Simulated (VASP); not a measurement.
# C (P6_3/mmc) in VASP: further runs, part 2 of 2

VASP 6.6.1. Earlier steps stand in the parts before.

## (3) Relaxation of cell and atoms, r2SCAN

This run uses another cell than the first one: it holds 4 atoms, not 8.

Contents of POSCAR:

```
C
1.0
    2.5031943433      0.0000000000      0.0000000000
   -1.2515971717      2.1678298919      0.0000000000
    0.0000000000      0.0000000000      4.1677203060
C
4
Direct
    0.3333333333      0.6666666667      0.0627111862
    0.6666666667      0.3333333333      0.5627111862
    0.3333333333      0.6666666667      0.4372888138
    0.6666666667      0.3333333333      0.9372888138
```

Contents of INCAR.step1:

```
PREC     = Accurate       # precision mode
ENCUT    = 600            # plane-wave cutoff, eV
ISMEAR   = 0              # smearing method
SIGMA    = 0.02           # smearing width, eV
LREAL    = False          # projectors in reciprocal space
LASPH    = True           # aspherical terms in the spheres
NELM     = 100            # most SCF steps
GGA      = PE             # functional
ALGO     = Normal         # electronic algorithm
EDIFF    = 1E-4           # SCF threshold, eV
LWAVE    = True           # write WAVECAR
LCHARG   = False          # write CHGCAR
```

Contents of INCAR.step2:

```
PREC     = Accurate       # precision mode
ENCUT    = 600            # plane-wave cutoff, eV
EDIFF    = 1E-7           # SCF threshold, eV
ISMEAR   = 0              # smearing method
SIGMA    = 0.02           # smearing width, eV
LREAL    = False          # projectors in reciprocal space
LASPH    = True           # aspherical terms in the spheres
NELM     = 100            # most SCF steps
ALGO     = Normal         # electronic algorithm
ISIF     = 3              # what is computed and relaxed
LWAVE    = False          # write WAVECAR
LCHARG   = False          # write CHGCAR
METAGGA  = R2SCAN         # meta-GGA
LMIXTAU  = True         
IBRION   = 2              # ionic algorithm
NSW      = 80             # ionic steps
EDIFFG   = -0.01          # ionic threshold
ISTART   = 1
```

Contents of KPOINTS:

```
Automatic mesh
0
Gamma
  12 12 6
```

Potentials or basis: VASP PAW PBE potentials, release 64 (C).

Started as:

```bash
cat potpaw_PBE.64/C/POTCAR > POTCAR
cp INCAR.step1 INCAR
mpirun -np 1 vasp_std > vasp.out
cp INCAR.step2 INCAR
mpirun -np 1 vasp_std > vasp.out
```

OUTCAR:

```text
PREC = Accurate
   ENCUT = 600
   EDIFF = 1E-7
   ISMEAR = 0
   LREAL = False
   LASPH = True
   NELM = 100
   ISIF = 3
   METAGGA = R2SCAN
   IBRION = 2
   NSW = 80
   EDIFFG = -0.01
   ISTART = 1

 ion  position               nearest neighbor table
   1  0.333  0.667  0.063-   4 1.54   4 1.54   4 1.54   3 1.56
   2  0.667  0.333  0.563-   3 1.54   3 1.54   3 1.54   4 1.56
   3  0.333  0.667  0.437-   2 1.54   2 1.54   2 1.54   1 1.56
   4  0.667  0.333  0.937-   1 1.54   1 1.54   1 1.54   2 1.56

  LATTYP: Found a hexagonal cell.
 ALAT       =     2.5031943433
 C/A-ratio  =     1.6649607399

  Lattice vectors:

 A1 = (   2.5031943433,   0.0000000000,   0.0000000000)
 A2 = (  -1.2515971717,   2.1678298919,   0.0000000000)
 A3 = (   0.0000000000,   0.0000000000,   4.1677203060)

[... 271 lines left out ...]
 cond. band min:      13.6062862971   @ k =   0.3333   0.3333   0.0000
 fundamental gap:      3.5563979585
 Fermi energy:        10.1858243761

 k-point     1 :       0.0000    0.0000    0.0000
  band No.  band energies     occupation
      1     -13.0041      2.00000
      2      -7.2608      2.00000
      3      -4.3447      2.00000
      4       6.7705      2.00000
      5       6.7706      2.00000
      6       9.5402      2.00000
      7      10.0499      2.00000
      8      10.0499      2.00000
      9      15.2362      0.00000
     10      15.2362      0.00000
     11      15.6325      0.00000
     12      18.5044      0.00000
[... 331 lines left out ...]
 k-point    24 :       0.3333    0.0000    0.1667
  band No.  band energies     occupation
      1      -9.9795      2.00000
      2      -5.7065      2.00000
      3      -1.8418      2.00000
      4       0.0657      2.00000
      5       2.2753      2.00000
      6       4.0245      2.00000
      7       6.2181      2.00000
      8       6.9899      2.00000
      9      15.0374      0.00000
     10      17.4959      0.00000
     11      18.7137      0.00000
     12      19.0445      0.00000

 [... further k-points ...]
[... 5 lines left out ...]
  --------------------------------------------------------------------------------------
  -------------------------------------------------------------------------------------
  Total        0.0070739      0.0070739      0.0138581     -0.0000000      0.0000000      0.0000000
  in kB        0.5006823      0.5006823      0.9808501     -0.0000000      0.0000000      0.0000000
  external PRESSURE =       0.6607382 kB  Pullay stress =       0.0000000 kB
[... 19 lines left out ...]
  FREE ENERGIE OF THE ION-ELECTRON SYSTEM (eV)
  ---------------------------------------------------
  free  energy   TOTEN  =       -39.2179654505 eV

  energy  without entropy=      -39.2179654505  energy(sigma->0) =      -39.21796545

 reached required accuracy - stopping structural energy minimisation
```

OUTCAR.step1:

```text
PREC = Accurate
   ENCUT = 600
   ISMEAR = 0
   LREAL = False
   LASPH = True
[... 591 lines left out ...]
     -0.00000      1.44522      0.26136        -0.000000      0.000000      0.021635
      1.25160      0.72261      2.34522         0.000000      0.000000      0.021635
     -0.00000      1.44522      1.82250         0.000000      0.000000     -0.021635
      1.25160      0.72261      3.90636        -0.000000     -0.000000     -0.021635
 -----------------------------------------------------------------------------------
    total drift:                               -0.000000      0.000000      0.000000

  FREE ENERGIE OF THE ION-ELECTRON SYSTEM (eV)
  ---------------------------------------------------
  free  energy   TOTEN  =       -36.2784512101 eV

  energy  without entropy=      -36.2784512101  energy(sigma->0) =      -36.27845121
```

OSZICAR.step1:

```text
N       E                     dE             d eps       ncg     rms          rms(c)
DAV:   1     0.379170628819E+02    0.37917E+02   -0.94677E+03  1824   0.145E+03
DAV:   2    -0.351347183623E+02   -0.73052E+02   -0.66259E+02  2620   0.229E+02
DAV:   3    -0.375553028670E+02   -0.24206E+01   -0.24027E+01  2388   0.401E+01
DAV:   4    -0.375779122025E+02   -0.22609E-01   -0.22581E-01  2288   0.423E+00
DAV:   5    -0.375783396097E+02   -0.42741E-03   -0.42733E-03  2400   0.517E-01    0.784E+00
DAV:   6    -0.366049614116E+02    0.97338E+00   -0.64279E-01  2036   0.651E+00    0.469E+00
DAV:   7    -0.362756428581E+02    0.32932E+00   -0.74326E-01  2048   0.719E+00    0.104E+00
DAV:   8    -0.362783615431E+02   -0.27187E-02   -0.13534E-02  2288   0.101E+00    0.574E-02
DAV:   9    -0.362784512101E+02   -0.89667E-04   -0.19143E-04  1856   0.139E-01
   1 F= -.36278451E+02 E0= -.36278451E+02  d E =-.849182E-30
```

It took 3.4 min on 1 thread of Intel Xeon 8259CL, shared host; peak memory 0.15 GiB.

What came out:

```yaml
Free_energy: -39.2180 eV
Relaxed_volume: 5.66 Å³/atom
Relaxed_cell: a = 2.504 Å, b = 2.504 Å, c = 4.170 Å, α = 90.00°, β = 90.00°, γ = 120.00°
Space_group_after_relaxing_to_0.1_Å: P6_3/mmc (No. 194)
Energy_gained_by_relaxing: 0.0 meV/atom
Ionic_steps: 3
Pressure_after_relaxing: 0.1 GPa
Largest_force_after_relaxing: 0.006 eV/Å
Band_gap_on_the_k_mesh: 3.56 eV (least direct gap 5.19 eV)
```

Forces in eV/Å, atoms in the order of the input:
```
C    0.000  0.000 -0.006
C    0.000  0.000 -0.006
C    0.000  0.000  0.006
C    0.000  0.000  0.006
```

Final structure:
```
CELL_PARAMETERS angstrom
2.50378 0.00000 0.00000
-1.25189 2.16834 0.00000
0.00000 0.00000 4.16952
ATOMIC_POSITIONS crystal
C 0.33333 0.66667 0.06278
C 0.66667 0.33333 0.56278
C 0.33333 0.66667 0.43722
C 0.66667 0.33333 0.93722
```

Levels at points of the mesh, in eV from the valence-band top:
```tsv
k point	band 6	band 7	band 8	band 9	band 10	band 11
(0.00, 0.00, 0.00)	-0.51	0.00	0.00	5.19	5.19	5.58
(0.50, 0.00, 0.00)	-6.85	-6.24	-3.34	4.72	8.57	8.70
(0.00, 0.00, 0.50)	-1.97	-1.97	-1.97	7.61	7.61	7.61
(0.50, 0.00, 0.50)	-5.41	-5.13	-5.13	6.18	6.18	6.82
```

Caveat: the PAW data sets were made with another functional, which shifts forces and pressure a little. A k mesh can miss the band edges.
